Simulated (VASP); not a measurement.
# C (C2/m) in VASP: further runs

Runs on C. Level: r2SCAN. Tasks: single point.

Everything below comes from runs of VASP 6.6.1. Logs are shortened: lines on timing, memory, paths and dates and some standing lists are left out, and cuts for length are marked.

**1. The cell of the first run**

The structure is monoclinic, space group C2/m (No. 12). Conventional cell: a = 4.360 Å, b = 2.518 Å, c = 12.355 Å, α = 90.00°, β = 93.37°, γ = 90.00°. Within 2.1 Å of C (site symmetry m) lie 4 C at 1.54 Å. C (site symmetry m) has 4 C at 1.54 Å within 2.1 Å. Within 2.1 Å of C (site symmetry m) lie 4 C at 1.54 Å. C (site symmetry m) has 4 C at 1.54 Å within 2.1 Å. C (site symmetry m) has 4 C at 1.54 Å within 2.1 Å. Within 2.1 Å of C (site symmetry m) lie 4 C at 1.54 to 1.70 Å.

**2. Single point, r2SCAN (the part above a cut slid along it)**

Contents of POSCAR:

```
C
1.0
    1.7801417073     -1.7801417073      0.0000000000
    1.7801417073      0.0000000000     -1.7801417073
   10.0873509987      5.6371747446      5.6371747446
C
12
Direct
    0.4409534733      0.4409534733      0.2708666667
   -0.0868298600     -0.0868298600      0.1042000000
   -0.0312631933     -0.0312631933      0.4375333333
    0.0243034733      0.0243034733      0.7708666667
    0.4965201400      0.4965201400      0.6042000000
   -0.4479131933     -0.4479131933      0.9375333333
    0.3367909733      0.3367909733      0.3958666667
    0.8090076400      0.8090076400      0.2292000000
   -0.1354256933     -0.1354256933      0.5625333333
   -0.0798590267     -0.0798590267      0.8958666667
   -0.6076423600     -0.6076423600      0.7292000000
    0.2812243067      0.2812243067      0.0625333333
```

Contents of INCAR.step1:

```
SYSTEM = C
PREC = Accurate ; ENCUT = 520
ISMEAR = 0 ; SIGMA = 0.05
LREAL = .FALSE. ; LASPH = .TRUE.
NELM = 100 ; NBANDS = 36
GGA = PE ; ALGO = Normal
EDIFF = 1E-4 ; LWAVE = .TRUE.
LCHARG = .FALSE.
```

Contents of INCAR.step2:

```
SYSTEM = C
PREC = Accurate ; ENCUT = 520
EDIFF = 1E-6 ; ISMEAR = 0
SIGMA = 0.05 ; LREAL = .FALSE.
LASPH = .TRUE. ; NELM = 100
ALGO = Normal ; ISIF = 2
LWAVE = .FALSE. ; LCHARG = .FALSE.
METAGGA = R2SCAN ; LMIXTAU = .TRUE.
NBANDS = 36 ; ISTART = 1
```

Contents of KPOINTS:

```
Automatic mesh
0
G
  10 10 2
  0 0 0
```

Potentials or basis: VASP PAW PBE potentials, release 64 (C).

Started as:

```
$ cat potpaw_PBE.64/C/POTCAR > POTCAR
$ cp INCAR.step1 INCAR
$ mpirun -np 1 vasp_std > vasp.out
$ cp INCAR.step2 INCAR
$ mpirun -np 1 vasp_std > vasp.out
```

OUTCAR:

```text
SYSTEM = C
   PREC = Accurate
   ENCUT = 520
   EDIFF = 1E-6
   ISMEAR = 0
   LREAL = .FALSE.
   LASPH = .TRUE.
   NELM = 100
   ISIF = 2
   METAGGA = R2SCAN
   ISTART = 1

 ion  position               nearest neighbor table
   1  0.441  0.441  0.271-   7 1.54   8 1.54   8 1.54   8 1.54
   2  0.913  0.913  0.104-   8 1.54  12 1.54  12 1.54  12 1.54
   3  0.969  0.969  0.438-   7 1.54   7 1.54   7 1.54   9 1.54
   4  0.024  0.024  0.771-  10 1.54  11 1.54  11 1.54  11 1.54
   5  0.497  0.497  0.604-  11 1.54   9 1.54   9 1.54   9 1.54
   6  0.552  0.552  0.938-  10 1.54  10 1.54  10 1.54  12 1.70
   7  0.337  0.337  0.396-   3 1.54   3 1.54   3 1.54   1 1.54
   8  0.809  0.809  0.229-   2 1.54   1 1.54   1 1.54   1 1.54
   9  0.865  0.865  0.563-   3 1.54   5 1.54   5 1.54   5 1.54
  10  0.920  0.920  0.896-   6 1.54   6 1.54   6 1.54   4 1.54
  11  0.392  0.392  0.729-   5 1.54   4 1.54   4 1.54   4 1.54
  12  0.281  0.281  0.063-   2 1.54   2 1.54   2 1.54   6 1.70

  LATTYP: Found a base centered monoclinic cell.
 ALAT       =     4.3604388527
 B/A-ratio  =     0.5773502692
 C/A-ratio  =     2.8333352944
 COS(beta)  =    -0.0588352534

  Lattice vectors:

 A1 = (   1.7801417073,  -1.7801417073,  -0.0000000000)
 A2 = (   1.7801417073,   0.0000000000,  -1.7801417073)
 A3 = (   6.5270675841,   7.4173164519,   7.4173164519)

Analysis of symmetry for initial positions (statically):
=====================================================================
 Subroutine PRICEL returns:
 Original cell was already a primitive cell.

 Routine SETGRP: Setting up the symmetry group for a
 base centered monoclinic supercell.

 Subroutine GETGRP returns: Found  4 space group operations
 (whereof  2 operations were pure point group operations)
 out of a pool of  4 trial point group operations.

The static configuration has the point symmetry C_1h.
 The point group associated with its full space group is C_2h.

Analysis of symmetry for dynamics (positions and initial velocities):
=====================================================================
 Subroutine PRICEL returns:
 Original cell was already a primitive cell.

 Routine SETGRP: Setting up the symmetry group for a
 base centered monoclinic supercell.

 Subroutine GETGRP returns: Found  4 space group operations
 (whereof  2 operations were pure point group operations)
[... 131 lines left out ...]
   POTIM  = 0.5000    time-step for ionic-motion
   TEBEG  =    0.0;   TEEND  =   0.0 temperature during run
   PSTRESS=    0.0 pullay stress
   NELECT =      48.0000    total number of electrons
   NUPDOWN=      -1.0000    fix difference up-down
   EMIN   =  10.00;   EMAX   =-10.00  energy-range for DOS
   EFERMI =   0.00;   METHOD = LEGACY
   ISMEAR =     0;   SIGMA  =   0.05  broadening in eV -4-tet -1-fermi 0-gaus
   EFERMI_NEDOS =   21; number of points for ismear=-14 and -15
   IALGO  =     38    algorithm
   IMIX   =      4    mixing-type and parameters
     AMIX     =   0.40;   BMIX     =  1.00
     AMIX_MAG =   1.60;   BMIX_MAG =  1.00
  volume/ion in A,a.u.               =       5.64        38.07
  Fermi-wavevector in a.u.,A,eV,Ry     =   1.459846  2.758708 28.996044  2.131149
  Thomas-Fermi vector in A             =   2.576365
   LORBIT       =      0    0 simple, 1 ext, 2 COOP (PROOUT), +10 PAW based schemes
   METAGGA = R2SCAN    functional components
   LHFCALC =     F    Hartree Fock is set to
   AEXX    =    0.0000 exact exchange contribution
   IVDW    =     0    specifies the selected vdW correction
   LEPSILON=     F    determine dielectric tensor
   LRPA    =     F    only Hartree local field effects (RPA)
 non-spin polarized calculation
 Gauss-broadening in eV      SIGMA  =   0.05
  energy-cutoff  :      520.00
  volume of cell :       67.69
 maximum number of plane-waves:      1843
   NGX =  9   NGY =  9   NGZ = 47

 number of electron      47.9999996 magnetization

 Free energy of the ion-electron system (eV)
  ---------------------------------------------------
  ext. energy  EPLUGINS =         0.00000000
  ---------------------------------------------------
  free energy    TOTEN  =      -115.91428657 eV

  energy without entropy =     -115.91428657  energy(sigma->0) =     -115.91428657

 E-fermi :  10.5630     XC(G=0): -14.3073

 val. band max:       10.2448777193   @ k =   0.0000   0.0000   0.0000
 cond. band min:      11.1247612698   @ k =   0.5000   0.5000   0.0000
 fundamental gap:      0.8798835505
 Fermi energy:        10.5629606757

 k-point     1 :       0.0000    0.0000    0.0000
  band No.  band energies     occupation
      1     -12.9525      2.00000
      2     -12.1604      2.00000
      3     -12.1338      2.00000
      4      -9.8306      2.00000
      5      -9.7527      2.00000
      6      -7.0026      2.00000
[... 925 lines left out ...]
     35      19.7416      0.00000
     36      20.5621      0.00000

 [... further k-points ...]

------------------------ aborting loop because EDIFF is reached ----------------------------------------

  FORCE on cell =-STRESS in cart. coord.  units (eV):
  Direction    XX          YY          ZZ          XY          YZ          ZX
  --------------------------------------------------------------------------------------
  -------------------------------------------------------------------------------------
  Total        7.8393030     -2.7211978     -2.7211978      4.3386630     -4.6291346      4.3386640
  in kB      185.5423531    -64.4059100    -64.4059100    102.6884328   -109.5633785    102.6884573
  external PRESSURE =      18.9101777 kB  Pullay stress =       0.0000000 kB

 VOLUME and BASIS-vectors are now :
 -----------------------------------------------------------------------------
  energy-cutoff  :      520.00
  volume of cell :       67.69
      direct lattice vectors                 reciprocal lattice vectors
     1.780141707 -1.780141707  0.000000000     0.148241944 -0.413511088  0.148241944
     1.780141707  0.000000000 -1.780141707     0.148241944  0.148241944 -0.413511088
    10.087350999  5.637174745  5.637174745     0.046812753  0.046812753  0.046812753

 POSITION                                       TOTAL-FORCE (eV/Angst)
 -----------------------------------------------------------------------------------
      4.30225      0.74196      0.74196        -0.023816      0.011109      0.011109
      4.30225     -1.03818     -1.03818        -0.198542      0.372367      0.372367
      7.86253      0.74196      0.74196        -0.008385      0.001912      0.001912
      7.86253      4.30225      4.30225        -0.444894      0.081076      0.081076
      7.86253      2.52210      2.52210        -0.047654      0.015265      0.015265
     11.42281      4.30225      4.30225        -4.469231      1.555375      1.555375
      5.19232      1.63203      1.63203         0.047654     -0.015265     -0.015265
      5.19232     -0.14811     -0.14811         0.444894     -0.081076     -0.081076
      8.75260      1.63203      1.63203         0.008385     -0.001912     -0.001912
     12.31288      3.41218      3.41218         0.198542     -0.372367     -0.372367
      8.75260      3.41218      3.41218         0.023816     -0.011109     -0.011109
      1.63203     -0.14811     -0.14811         4.469231     -1.555375     -1.555375
 -----------------------------------------------------------------------------------
    total drift:                                0.000004      0.000005      0.000005

  FREE ENERGIE OF THE ION-ELECTRON SYSTEM (eV)
  ---------------------------------------------------
  free  energy   TOTEN  =      -115.9142865740 eV

  energy  without entropy=     -115.9142865740  energy(sigma->0) =     -115.91428657
```

OSZICAR.step1:

```text
N       E                     dE             d eps       ncg     rms          rms(c)
DAV:   1     0.125481570022E+03    0.12548E+03   -0.25470E+04  4464   0.131E+03
DAV:   2    -0.101910574361E+03   -0.22739E+03   -0.21473E+03  5788   0.255E+02
DAV:   3    -0.110837862272E+03   -0.89273E+01   -0.88569E+01  5912   0.459E+01
DAV:   4    -0.110947865425E+03   -0.11000E+00   -0.10972E+00  5880   0.536E+00
DAV:   5    -0.110950087706E+03   -0.22223E-02   -0.22206E-02  5760   0.710E-01    0.136E+01
DAV:   6    -0.108112644929E+03    0.28374E+01   -0.19025E+00  5280   0.664E+00    0.807E+00
DAV:   7    -0.107175432058E+03    0.93721E+00   -0.23522E+00  5200   0.750E+00    0.172E+00
DAV:   8    -0.107178875425E+03   -0.34434E-02   -0.67458E-02  5644   0.139E+00    0.269E-01
DAV:   9    -0.107178998338E+03   -0.12291E-03   -0.64511E-03  5748   0.441E-01    0.587E-02
DAV:  10    -0.107179046576E+03   -0.48237E-04   -0.36554E-04  5204   0.108E-01
   1 F= -.10717905E+03 E0= -.10717905E+03  d E =-.225573E-19
```

Wall time 12 min (1 thread of Intel Xeon 8259CL, shared host); peak memory 0.25 GiB.

Results:

```yaml
Free_energy: -115.9143 eV
Pressure: 1.9 GPa
Largest_force: 4.981 eV/Å
Band_gap_on_the_k_mesh: 0.88 eV (least direct gap 2.80 eV)
```

Forces on the atoms (eV/Å):
```
C   -0.024  0.011  0.011
C   -0.199  0.372  0.372
C   -0.008  0.002  0.002
C   -0.445  0.081  0.081
C   -0.048  0.015  0.015
C   -4.469  1.555  1.555
C    0.048 -0.015 -0.015
C    0.445 -0.081 -0.081
C    0.008 -0.002 -0.002
C    0.199 -0.372 -0.372
C    0.024 -0.011 -0.011
C    4.469 -1.555 -1.555
```

Levels at points of the mesh, in eV from the valence-band top:
```
           k point  band 20  band 21  band 22  band 23  band 24  band 25  band 26  band 27  band 28  band 29
(0.00, 0.00, 0.00)    -1.48    -1.19    -0.74    -0.44     0.00     4.90     5.68     5.69     6.10     6.26
(0.50, 0.00, 0.00)    -5.30    -4.63    -4.20    -3.71    -3.60     4.68     4.89     5.24     5.74     5.90
(0.50, 0.50, 0.00)    -4.77    -4.71    -4.64    -3.46    -1.92     0.88     4.59     5.05     5.07     6.34
(0.00, 0.00, 0.50)    -1.59    -0.91    -0.79    -0.74    -0.64     5.26     5.56     5.70     6.24     6.43
(0.50, 0.00, 0.50)    -5.79    -4.85    -4.44    -3.75    -3.18     4.72     4.74     5.28     5.36     5.57
(0.50, 0.50, 0.50)    -5.61    -3.98    -3.86    -3.78    -2.10     0.98     4.55     4.82     5.66     5.96
```

Caveat: the cell differs from its parent crystal (the part above a cut slid along it); the stress differs along the axes, from -6 to 19 GPa; the PAW data sets were made with another functional, which shifts forces and pressure a little. A k mesh can miss the band edges.

(Continued in part 2 of 2.)
